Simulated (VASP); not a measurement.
# Cu8H in VASP: relaxation of the atoms with PBEsol

Aim: the relaxation of the atoms of Cu8H with PBEsol.

All numbers are computed with VASP 6.6.1; they aren't measurements. Logs are shortened: lines on timing, memory, paths and dates and some standing lists are left out, and cuts for length are marked.

## (1) The cell of the first run

The cell holds a slab with vacuum, 9 atoms: a = 2.520 Å, b = 2.520 Å, c = 33.412 Å, α = 90.00°, β = 90.00°, γ = 120.00°.

## (2) Relaxation of the atoms, PBEsol

INCAR reads:

```
SYSTEM = Cu8H
  PREC = Accurate
  ENCUT = 520
  EDIFF = 1E-6
  ISMEAR = 0
  SIGMA = 0.1
  LREAL = .FALSE.
  LASPH = .TRUE.
  NELM = 60
  ALGO = Fast
  ISIF = 2
  LWAVE = .FALSE.
  LCHARG = .FALSE.
  LDIPOL = .TRUE.
  IDIPOL = 3
  DIPOL = 0.5 0.5 0.496
  GGA = PS
  IBRION = 2
  NSW = 90
  EDIFFG = -0.03
```

KPOINTS reads:

```
regular mesh
0
G
  12 12 1
  0 0 0
```

POSCAR reads:

```
Cu8H
1.0
    2.5197984277      0.0000000000      0.0000000000
   -1.2598992139      2.1822094508      0.0000000000
    0.0000000000      0.0000000000     33.4116958754
Cu H
8 1
Selective dynamics
Direct
    0.3333333333      0.6666666667      0.2544019326  F F F
    0.0000000000      0.0000000000      0.3160214835  F F F
    0.6666666667      0.3333333333      0.3776410345  F F F
    0.0000000000      0.0000000000      0.4392605854  F F F
    0.3333333333      0.6666666667      0.5007879102  T T T
    0.0000000000      0.0000000000      0.5621473593  T T T
    0.6666666667      0.3333333333      0.6232998308  T T T
    0.0000000000      0.0000000000      0.6844852588  T T T
    0.3333333333      0.6666666667      0.7066331917  T T T
```

Potentials or basis: VASP PAW PBE potentials, release 64 (Cu, H).

The run is started by

```bash
> cat potpaw_PBE.64/Cu/POTCAR potpaw_PBE.64/H/POTCAR > POTCAR
> mpirun -np 1 vasp_std > vasp.out
```

OUTCAR:

```text
SYSTEM = Cu8H
   PREC = Accurate
   ENCUT = 520
   EDIFF = 1E-6
   ISMEAR = 0
   LREAL = .FALSE.
   LASPH = .TRUE.
   NELM = 60
   ISIF = 2
   GGA = PS
   IBRION = 2
   NSW = 90
   EDIFFG = -0.03

 ion  position               nearest neighbor table
   1  0.333  0.667  0.254-   2 2.52   2 2.52   2 2.52
   2  0.000  0.000  0.316-   1 2.52   1 2.52   1 2.52   3 2.52   3 2.52   3 2.52
   3  0.667  0.333  0.378-   4 2.52   4 2.52   4 2.52   2 2.52   2 2.52   2 2.52
   4  0.000  0.000  0.439-   5 2.52   5 2.52   5 2.52   3 2.52   3 2.52   3 2.52
   5  0.333  0.667  0.501-   6 2.51   6 2.51   6 2.51   4 2.52   4 2.52   4 2.52
   6  0.000  0.000  0.562-   7 2.51   7 2.51   7 2.51   5 2.51   5 2.51   5 2.51
   7  0.667  0.333  0.623-   6 2.51   6 2.51   6 2.51   8 2.51   8 2.51   8 2.51
   8  0.000  0.000  0.684-   9 1.63   9 1.63   9 1.63   7 2.51   7 2.51   7 2.51
   9  0.333  0.667  0.707-   8 1.63   8 1.63   8 1.63

  LATTYP: Found a hexagonal cell.
 ALAT       =     2.5197984277
 C/A-ratio  =    13.2596701022

  Lattice vectors:

 A1 = (   2.5197984277,   0.0000000000,   0.0000000000)
 A2 = (  -1.2598992139,   2.1822094508,   0.0000000000)
 A3 = (   0.0000000000,   0.0000000000,  33.4116958754)

Analysis of symmetry for initial positions (statically):
=====================================================================
 Subroutine PRICEL returns:
 Original cell was already a primitive cell.

 Routine SETGRP: Setting up the symmetry group for a
 hexagonal supercell.

 Subroutine GETGRP returns: Found  6 space group operations
 (whereof  6 operations were pure point group operations)
 out of a pool of 24 trial point group operations.

The static configuration has the point symmetry C_3v.

Analysis of symmetry for dynamics (positions and initial velocities):
=====================================================================
 Subroutine PRICEL returns:
 Original cell was already a primitive cell.

 Routine SETGRP: Setting up the symmetry group for a
 hexagonal supercell.

 Subroutine GETGRP returns: Found  6 space group operations
 (whereof  6 operations were pure point group operations)
 out of a pool of 24 trial point group operations.

The dynamic configuration has the point symmetry C_3v.

Analysis of constrained symmetry for selective dynamics:
=====================================================================
 Subroutine PRICEL returns:
 Original cell was already a primitive cell.

 Routine SETGRP: Setting up the symmetry group for a
[... 154 lines left out ...]

--------------------------------------- Ionic step        1  -------------------------------------------

 number of electron      89.0000034 magnetization

 Free energy of the ion-electron system (eV)
  ---------------------------------------------------
  ext. energy  EPLUGINS =         0.00000000
  ---------------------------------------------------
  free energy    TOTEN  =       -36.81901412 eV

  energy without entropy =      -36.79341447  energy(sigma->0) =      -36.80621429

------------------------ aborting loop because EDIFF is reached ----------------------------------------

  FORCE on cell =-STRESS in cart. coord.  units (eV):
  Direction    XX          YY          ZZ          XY          YZ          ZX
  --------------------------------------------------------------------------------------
  -------------------------------------------------------------------------------------
  Total        0.9514980      0.9514980      1.6622623     -0.0000000     -0.0000000     -0.0000000
  in kB        8.2976998      8.2976998     14.4960398     -0.0000000     -0.0000000     -0.0000000
  external PRESSURE =      10.3638132 kB  Pullay stress =       0.0000000 kB
[... 110 lines left out ...]
  FREE ENERGIE OF THE ION-ELECTRON SYSTEM (eV)
  ---------------------------------------------------
  free  energy   TOTEN  =       -36.8647146943 eV

  energy  without entropy=      -36.8421799755  energy(sigma->0) =      -36.85344733

 vacuum level on the upper side and lower side of the slab       (xc-potential included)        -0.210        -0.062

[... ionic steps 4 to 12 ...]

--------------------------------------- Ionic step       13  -------------------------------------------

 number of electron      89.0000031 magnetization

------------------------ aborting loop because EDIFF is reached ----------------------------------------
[... 75 lines left out ...]
  FREE ENERGIE OF THE ION-ELECTRON SYSTEM (eV)
  ---------------------------------------------------
  free  energy   TOTEN  =       -36.8835527264 eV

  energy  without entropy=      -36.8622945873  energy(sigma->0) =      -36.87292366

 dipolmoment           0.000000      0.000000      0.011717 electrons x Angstroem

--------------------------------------- Ionic step       15  -------------------------------------------

 number of electron      89.0000048 magnetization

 dipolmoment           0.000000      0.000000     -0.003849 electrons x Angstroem

 Free energy of the ion-electron system (eV)
  ---------------------------------------------------
  ext. energy  EPLUGINS =         0.00000000
  ---------------------------------------------------
  free energy    TOTEN  =       -36.88576934 eV

  energy without entropy =      -36.86472885  energy(sigma->0) =      -36.87524910

 E-fermi :   1.5314     XC(G=0):  -7.1669

 val. band max:        1.5023250339   @ k =   0.4167   0.0833   0.0000
 cond. band min:       1.5340880406   @ k =   0.3333   0.1667   0.0000
 fundamental gap:      0.0317630066
 Fermi energy:         1.5314110207

 k-point     1 :       0.0000    0.0000    0.0000
  band No.  band energies     occupation
      1      -8.4651      2.00000
      2      -7.8888      2.00000
      3      -7.3962      2.00000
      4      -6.6572      2.00000
      5      -5.7079      2.00000
      6      -4.7742      2.00000
[... 1053 lines left out ...]
     52       6.2081      0.00000
     53       7.6176      0.00000

------------------------ aborting loop because EDIFF is reached ----------------------------------------

 vacuum level on the upper side and lower side of the slab       (xc-potential included)        -0.070         0.055

  FORCE on cell =-STRESS in cart. coord.  units (eV):
  Direction    XX          YY          ZZ          XY          YZ          ZX
  --------------------------------------------------------------------------------------
  -------------------------------------------------------------------------------------
  Total       -0.1938671     -0.1938671     -0.0243477      0.0000000      0.0000000      0.0000000
  in kB       -1.6906507     -1.6906507     -0.2123282      0.0000000      0.0000000      0.0000000
  external PRESSURE =      -1.1978765 kB  Pullay stress =       0.0000000 kB
[... 24 lines left out ...]
  FREE ENERGIE OF THE ION-ELECTRON SYSTEM (eV)
  ---------------------------------------------------
  free  energy   TOTEN  =       -36.8857693366 eV

  energy  without entropy=      -36.8647288541  energy(sigma->0) =      -36.87524910

 reached required accuracy - stopping structural energy minimisation

 vacuum level on the upper side and lower side of the slab         6.356         6.484
```

OSZICAR:

```text
N       E                     dE             d eps       ncg     rms          rms(c)
DAV:   1     0.840732884707E+03    0.84073E+03   -0.39625E+04  2022   0.244E+03
DAV:   2     0.720236862773E+02   -0.76871E+03   -0.75008E+03  2014   0.483E+02
DAV:   3    -0.409722978468E+02   -0.11300E+03   -0.10689E+03  2142   0.232E+02
DAV:   4    -0.458219673765E+02   -0.48497E+01   -0.47865E+01  2329   0.646E+01
[... 205 lines left out ...]
RMM:  10    -0.368857875472E+02    0.15547E-03   -0.72296E-05  2176   0.637E-02    0.348E-02
RMM:  11    -0.368857715061E+02    0.16041E-04   -0.26303E-05  2070   0.386E-02    0.190E-02
RMM:  12    -0.368857714920E+02    0.14114E-07   -0.45277E-05  2336   0.458E-02    0.105E-02
RMM:  13    -0.368857699970E+02    0.14949E-05   -0.60060E-06  1699   0.236E-02    0.658E-03
RMM:  14    -0.368857693366E+02    0.66041E-06   -0.23773E-06  1217   0.121E-02
  15 F= -.36885769E+02 E0= -.36875249E+02  d E =-.622565E-02
```

CONTCAR:

```text
Cu8H
   1.00000000000000
     2.5197984277000001    0.0000000000000000    0.0000000000000000
    -1.2598992139000000    2.1822094507999998    0.0000000000000000
     0.0000000000000000    0.0000000000000000   33.4116958753999995
  Cu              H
     8     1
Selective dynamics
Direct
     0.3333333332999970    0.6666666667000030    0.2544019325999969   F   F   F
     0.0000000000000000    0.0000000000000000    0.3160214835000019   F   F   F
     0.6666666667000030    0.3333333332999970    0.3776410345000016   F   F   F
     0.0000000000000000    0.0000000000000000    0.4392605853999996   F   F   F
     0.3333333332999970    0.6666666667000030    0.5007779657015469   T   T   T
     1.0000000000000000    0.0000000000000000    0.5623118038063252   T   T   T
     0.6666666667000030    0.3333333332999970    0.6240026147474691   T   T   T
     0.0000000000000000    0.0000000000000000    0.6881109885895332   T   T   T
     0.3333333332999970    0.6666666667000030    0.7139509380215180   T   T   T

  0.00000000E+00  0.00000000E+00  0.00000000E+00
  0.00000000E+00  0.00000000E+00  0.00000000E+00
  0.00000000E+00  0.00000000E+00  0.00000000E+00
  0.00000000E+00  0.00000000E+00  0.00000000E+00
  0.00000000E+00  0.00000000E+00  0.00000000E+00
  0.00000000E+00  0.00000000E+00  0.00000000E+00
  0.00000000E+00  0.00000000E+00  0.00000000E+00
  0.00000000E+00  0.00000000E+00  0.00000000E+00
  0.00000000E+00  0.00000000E+00  0.00000000E+00
```

It took 61 min on 1 thread of Oxide Virtual Turin-like, shared host; peak memory 0.37 GiB.

Results:

* Free energy: -36.8858 eV
* Energy gained by relaxing: 7.4 meV/atom
* Ionic steps: 15
* Band gap on the k mesh: zero (an odd number of electrons rules out a gap without spin polarisation)

Step by step:
```tsv
step	energy change (eV)	largest force on free atoms (eV/Å)	pressure (GPa)
1	0.0000	0.6603	1.04
2	-0.0251	0.4695	0.88
3	-0.0457	0.2701	0.60
4	-0.0524	0.1746	0.51
5	-0.0550	0.2043	0.45
6	-0.0553	0.1829	0.47
7	-0.0585	0.0618	0.40
8	-0.0587	0.0822	0.38
9	-0.0587	0.0799	0.40
10	-0.0595	0.0472	0.34
11	-0.0605	0.0877	0.25
12	-0.0610	0.0841	0.25
13	-0.0624	0.0729	0.15
14	-0.0645	0.0506	0.00
15	-0.0668	0.0202	-0.12
```

Final structure:
```xyz
9
Lattice="2.5198 0.0000 0.0000 -1.2599 2.1822 0.0000 0.0000 0.0000 33.4117" Properties=species:S:1:pos:R:3 pbc="T T T"
Cu    0.0000    1.4548    8.5000
Cu    0.0000    0.0000   10.5588
Cu    1.2599    0.7274   12.6176
Cu    0.0000    0.0000   14.6764
Cu    0.0000    1.4548   16.7318
Cu    2.5198    0.0000   18.7878
Cu    1.2599    0.7274   20.8490
Cu    0.0000    0.0000   22.9910
H     0.0000    1.4548   23.8543
```

Caveat: the PAW data sets were made with another functional, which shifts forces and pressure a little.

The gap in the log of VASP goes by the Fermi energy; the results here count the filled bands.